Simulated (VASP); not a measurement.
Wanted: the native input for a VASP 6.6.1 run.

```yaml
Task: single point
Functional: PBEsol
Potentials_or_basis: VASP PAW PBE potentials, release 64 (In_d, Al, Sb)
Cutoff: 520 eV
k_mesh: 6 × 6 × 2
Occupations: gaussian, width 0.1 eV
Spin: no spin polarisation
Dipole_correction: no
Further_INCAR_settings: ALGO = Normal; EDIFF = 1e-06; NBANDS = 31
```

The structure of Al3InSb4 lies in POSCAR:

```
Al3InSb4
1.0
    3.9546773673      0.0000000000      0.0000000000
   -1.9773386837      3.4248510639      0.0000000000
    0.0000000000      0.0000000000     12.9805127212
In Al Sb
1 3 4
Direct
    0.0000000000      0.0000000000      0.9978595314
    0.6666666667      0.3333333333      0.2593647527
    0.6666666667      0.3333333333      0.7380161631
    0.0000000000      0.0000000000      0.4985515034
    0.6666666667      0.3333333333      0.0798371275
    0.6666666667      0.3333333333      0.5561001565
    0.0000000000      0.0000000000      0.3167078635
    0.0000000000      0.0000000000      0.7953639019
```

One way to write it, as run:

INCAR

```
  ALGO = Normal
  EDIFF = 1E-6
  ENCUT = 520
  GGA = PS
  ISIF = 2
  ISMEAR = 0
  LASPH = T
  LCHARG = F
  LREAL = F
  LWAVE = F
  NBANDS = 31
  NELM = 80
  PREC = Accurate
  SIGMA = 0.1
```

KPOINTS

```
k-points
0
Gamma
  6 6 2
```

Potentials or basis: VASP PAW PBE potentials, release 64 (In_d, Al, Sb).

Run with:

```bash
$ cat potpaw_PBE.64/In_d/POTCAR potpaw_PBE.64/Al/POTCAR potpaw_PBE.64/Sb/POTCAR > POTCAR
$ mpirun -np 1 vasp_std > vasp.out
```

Results of the run:

```json
{
  "Pressure": "34.7 GPa",
  "Largest force": "1.561 eV/Å",
  "Band gap on the k mesh": "0.07 eV, indirect (least direct gap 1.04 eV)"
}
```

Caveat: the PAW data sets were made with another functional, which shifts forces and pressure a little; spin-orbit coupling is left out, which moves the levels of the heavy elements.

Wall time 59 s on 1 thread of AMD EPYC 9R45 96-Core Processor (Zen 5), on a shared host, peak memory 0.28 GiB.
